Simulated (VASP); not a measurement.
# Os (Fm-3m) in VASP: a series of runs, part 2 of 2

VASP 6.6.1. Earlier steps stand in the parts before.

## Step 3: Single point, LDA (volume scaled by 0.76)

INCAR

```
PREC = Accurate ; ENCUT = 520
EDIFF = 1E-6 ; ISMEAR = -1
SIGMA = 0.08 ; LREAL = False
LASPH = True ; NELM = 60
ALGO = Normal ; ISIF = 2
LWAVE = False ; LCHARG = True
GGA = CA ; LELF = True
LVHAR = True ; NBANDS = 10
```

KPOINTS

```
Automatic mesh
0
Gamma
  19 19 19
```

POSCAR

```
Os
1.0
    0.0000000000      1.7350976188      1.7350976188
    1.7350976188      0.0000000000      1.7350976188
    1.7350976188      1.7350976188      0.0000000000
Os
1
Direct
    0.0000000000      0.0000000000      0.0000000000
```

Potentials or basis: VASP PAW LDA potentials, release 64 (Os).

Run with:

```
cat potpaw_LDA.64/Os/POTCAR > POTCAR
mpirun -np 1 vasp_std > vasp.out
```

OUTCAR:

```text
PREC = Accurate
   ENCUT = 520
   EDIFF = 1E-6
   ISMEAR = -1
   LREAL = False
   LASPH = True
   NELM = 60
   ISIF = 2
   GGA = CA

 ion  position               nearest neighbor table
   1  0.000  0.000  0.000-

  LATTYP: Found a face centered cubic cell.
 ALAT       =     3.4701952376

  Lattice vectors:

 A1 = (   0.0000000000,   1.7350976188,   1.7350976188)
 A2 = (   1.7350976188,   0.0000000000,   1.7350976188)
 A3 = (   1.7350976188,   1.7350976188,   0.0000000000)

Analysis of symmetry for initial positions (statically):
=====================================================================
 Subroutine PRICEL returns:
 Original cell was already a primitive cell.

 Routine SETGRP: Setting up the symmetry group for a
 face centered cubic supercell.

 Subroutine GETGRP returns: Found 48 space group operations
 (whereof 48 operations were pure point group operations)
 out of a pool of 48 trial point group operations.

The static configuration has the point symmetry O_h .

Analysis of symmetry for dynamics (positions and initial velocities):
=====================================================================
 Subroutine PRICEL returns:
 Original cell was already a primitive cell.

 Routine SETGRP: Setting up the symmetry group for a
 face centered cubic supercell.

 Subroutine GETGRP returns: Found 48 space group operations
 (whereof 48 operations were pure point group operations)
 out of a pool of 48 trial point group operations.

The dynamic configuration has the point symmetry O_h .

 Subroutine INISYM returns: Found 48 space group operations
 (whereof 48 operations are pure point group operations),
 and found     1 'primitive' translations

----------------------------------------------------------------------------------------

                                     Primitive cell
[... 110 lines left out ...]
  volume/ion in A,a.u.               =      10.45        70.50
  Fermi-wavevector in a.u.,A,eV,Ry     =   1.497744  2.830326 30.521092  2.243237
  Thomas-Fermi vector in A             =   2.609592
   LORBIT       =      0    0 simple, 1 ext, 2 COOP (PROOUT), +10 PAW based schemes
   GGA     = CA    functional components
   LHFCALC =     F    Hartree Fock is set to
   AEXX    =    0.0000 exact exchange contribution
   IVDW    =     0    specifies the selected vdW correction
   LEPSILON=     F    determine dielectric tensor
   LRPA    =     F    only Hartree local field effects (RPA)
 non-spin polarized calculation
  energy-cutoff  :      520.00
  volume of cell :       10.45
 maximum number of plane-waves:       295
   NGX =  9   NGY =  9   NGZ =  9

 number of electron       8.0000000 magnetization

 Free energy of the ion-electron system (eV)
  ---------------------------------------------------
  ext. energy  EPLUGINS =         0.00000000
  ---------------------------------------------------
  free energy    TOTEN  =       -10.61109324 eV

  energy without entropy =      -10.60220432  energy(sigma->0) =      -10.60664878

 E-fermi :  14.4842     XC(G=0): -15.8705

 val. band max:       14.4283705593   @ k =   0.0526   0.0000   0.0000
 cond. band min:      14.4969483113   @ k =  -0.4737   0.3158   0.0000
 fundamental gap:      0.0685777520
 Fermi energy:        14.4841854196

 k-point     1 :       0.0000    0.0000    0.0000
  band No.  band energies     occupation
      1       0.9916      2.00000
      2       9.7373      2.00000
      3       9.7373      2.00000
      4       9.7373      2.00000
      5      14.5129      0.82232
      6      14.5129      0.82232
      7      28.1465      0.00000
      8      35.8710      0.00000
      9      35.8710      0.00000
     10      35.8710      0.00000
[... 287 lines left out ...]
 k-point    24 :      -0.2632    0.0526    0.0000
  band No.  band energies     occupation
      1       4.0744      2.00000
      2       9.4776      2.00000
      3      10.2785      2.00000
      4      10.4016      2.00000
      5      14.3863      1.54542
      6      16.0244      0.00000
      7      28.6816      0.00000
      8      35.7320      0.00000
      9      41.8168      0.00000
     10      42.9220      0.00000

 [... further k-points ...]

------------------------ aborting loop because EDIFF is reached ----------------------------------------

  FORCE on cell =-STRESS in cart. coord.  units (eV):
  Direction    XX          YY          ZZ          XY          YZ          ZX
  --------------------------------------------------------------------------------------
  -------------------------------------------------------------------------------------
  Total       15.5041882     15.5041882     15.5041882     -0.0000000     -0.0000000      0.0000000
  in kB     2377.7044813   2377.7044813   2377.7044813     -0.0000000     -0.0000000      0.0000000
  external PRESSURE =    2377.7044813 kB  Pullay stress =       0.0000000 kB

 VOLUME and BASIS-vectors are now :
 -----------------------------------------------------------------------------
  energy-cutoff  :      520.00
  volume of cell :       10.45
      direct lattice vectors                 reciprocal lattice vectors
     0.000000000  1.735097619  1.735097619    -0.288168224  0.288168224  0.288168224
     1.735097619  0.000000000  1.735097619     0.288168224 -0.288168224  0.288168224
     1.735097619  1.735097619  0.000000000     0.288168224  0.288168224 -0.288168224

 POSITION                                       TOTAL-FORCE (eV/Angst)
 -----------------------------------------------------------------------------------
      0.00000      0.00000      0.00000         0.000000     -0.000000      0.000000
 -----------------------------------------------------------------------------------
    total drift:                                0.000000     -0.000000     -0.000000

  FREE ENERGIE OF THE ION-ELECTRON SYSTEM (eV)
  ---------------------------------------------------
  free  energy   TOTEN  =       -10.6110932382 eV

  energy  without entropy=      -10.6022043237  energy(sigma->0) =      -10.60664878
```

OSZICAR:

```text
N       E                     dE             d eps       ncg     rms          rms(c)
DAV:   1     0.415840645749E+02    0.41584E+02   -0.44721E+03  4488   0.773E+02
DAV:   2    -0.104543319905E+02   -0.52038E+02   -0.49647E+02  4692   0.222E+02
DAV:   3    -0.113261167781E+02   -0.87178E+00   -0.87009E+00  5164   0.264E+01
DAV:   4    -0.113277565919E+02   -0.16398E-02   -0.16397E-02  4806   0.126E+00
DAV:   5    -0.113277610871E+02   -0.44952E-05   -0.44959E-05  4942   0.595E-02    0.413E+01
DAV:   6    -0.108406628850E+02    0.48710E+00   -0.17655E-01  4708   0.315E+00    0.231E+01
DAV:   7    -0.106128650167E+02    0.22780E+00   -0.24878E-01  4484   0.355E+00    0.921E-01
DAV:   8    -0.106112090513E+02    0.16560E-02   -0.57985E-03  5058   0.785E-01    0.144E-01
DAV:   9    -0.106111261278E+02    0.82924E-04   -0.60028E-05  4750   0.622E-02    0.242E-02
DAV:  10    -0.106110932039E+02    0.32924E-04   -0.16423E-05  4924   0.541E-02    0.217E-03
DAV:  11    -0.106110932382E+02   -0.34209E-07   -0.11086E-07  2514   0.297E-03
   1 F= -.10611093E+02 E0= -.10606649E+02  d E =-.888891E-02
```

stdout:

```text
POSCAR found type information on POSCAR Os
 POSCAR found :  1 types and       1 ions
 scaLAPACK will be used
 LDA part: xc-table for (Slater(with rela. corr.)+CA(PZ))
 , standard interpolation
 POSCAR, INCAR and KPOINTS ok, starting setup
 FFT: planning ... GRIDC
 FFT: planning ... GRID_SOFT
 FFT: planning ... GRID
 WAVECAR not read
 entering main loop
```

It took 7.5 s on 1 thread of Intel Xeon 6975P-C (Granite Rapids), shared host; peak memory 0.13 GiB.

Results:

```
Free energy            : -10.6111 eV
Pressure               : 237.8 GPa
Band gap on the k mesh : zero (band 4 reaches 18.31 eV, above the bottom of band 5 at 12.22 eV)
```

Caveat: spin-orbit coupling is left out, which moves the levels of the heavy elements.

## Step 4: Single point, LDA (volume scaled by 0.84)

INCAR

```
ALGO = Normal ; EDIFF = 1E-6
ENCUT = 520 ; GGA = CA
ISIF = 2 ; ISMEAR = -1
LASPH = True ; LCHARG = False
LREAL = False ; LWAVE = False
NBANDS = 10 ; NELM = 60
PREC = Accurate ; SIGMA = 0.08
```

KPOINTS

```
k-points
0
Gamma
  19 19 19
```

POSCAR

```
Os
1.0
    0.0000000000      1.7939588559      1.7939588559
    1.7939588559      0.0000000000      1.7939588559
    1.7939588559      1.7939588559      0.0000000000
Os
1
Direct
    0.0000000000      0.0000000000      0.0000000000
```

Run with:

```
cat potpaw_LDA.64/Os/POTCAR > POTCAR
mpirun -np 1 vasp_std > vasp.out
```

Wall time 9.1 s (1 thread of Intel Xeon 6975P-C (Granite Rapids), shared host); peak memory 0.14 GiB.

The run converged. Its results:

| Property | Result |
| --- | --- |
| Free energy | -11.8098 eV |
| Pressure | 120.4 GPa |
| Band gap on the k mesh | zero (band 4 reaches 15.82 eV, above the bottom of band 5 at 10.61 eV) |

Levels at points of the mesh, in eV from the Fermi level:
```csv
k point,band 2,band 3,band 4,band 5,band 6,band 7
"(0.00, 0.00, 0.00)",-4.07,-4.07,-4.07,0.04,0.04,13.98
```

Caveat: spin-orbit coupling is left out, which moves the levels of the heavy elements.

## Step 5: Summary

| cell | gap on the mesh (eV) | pressure (GPa) |
| --- | --- | --- |
| a = 2.364 Å, angles 60.0°, 1 atom | none | 428.1 |
| a = 2.454 Å, angles 60.0°, 1 atom | none | 237.8 |
| a = 2.537 Å, angles 60.0°, 1 atom | none | 120.4 |

Alike in all rows: task single point; level LDA; potentials or basis VASP PAW LDA potentials, release 64 (Os); no spin polarisation; k mesh 19 × 19 × 19; cutoff (eV) 520; smearing fermi-dirac 0.08 eV.

Caveats: spin-orbit coupling is left out, which moves the levels of the heavy elements.

Total energies depend on the potentials used, so only differences within one code and one set of settings carry meaning.
